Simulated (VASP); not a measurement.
Set up this calculation in VASP 6.6.1, as the native input.

```yaml
Task: single point
Functional: LDA
Potentials_or_basis: VASP PAW LDA potentials, release 64 (Zn)
Cutoff: 520 eV
k_mesh: 16 × 16 × 1
Occupations: fermi-dirac, width 0.1 eV
Spin: no spin polarisation
Dipole_correction: yes
Further_INCAR_settings: ALGO = Normal; EDIFF = 1e-06; NBANDS = 25
```

The structure of Zn lies in POSCAR:

```
Zn
1.0
    2.5745889077      0.0000000000      0.0000000000
   -1.2872944539      2.2296593984      0.0000000000
    0.0000000000      0.0000000000     15.6391000000
Zn
3
Direct
    0.0000000000      0.0000000000      0.3516827453
    0.3333333333      0.6666666667      0.4999999785
    0.0000000000      0.0000000000      0.6483172547
```

One way to write it, as run:

INCAR

```
SYSTEM = Zn
PREC = Accurate ; ENCUT = 520
EDIFF = 1E-6 ; ISMEAR = -1
SIGMA = 0.1 ; LREAL = .FALSE.
LASPH = .TRUE. ; NELM = 100
ALGO = Normal ; ISIF = 2
LWAVE = .FALSE. ; LCHARG = .FALSE.
LDIPOL = .TRUE. ; IDIPOL = 3
DIPOL = 0.5 0.5 0.500 ; NBANDS = 25
```

KPOINTS

```
regular mesh
0
G
  16 16 1
  0 0 0
```

Potentials or basis: VASP PAW LDA potentials, release 64 (Zn).

Launch:

```sh
$ cat potpaw_LDA.64/Zn/POTCAR > POTCAR
$ mpirun -np 1 vasp_std > vasp.out
```

It gave:

```
Largest force          : 0.023 eV/Å
Band gap on the k mesh : zero (bands 18 and 19 overlap by 3.46 eV)
```

It took 39 s on 1 thread of Intel(R) Xeon(R) 6975P-C (Granite Rapids) (shared host), peak memory 0.19 GiB.
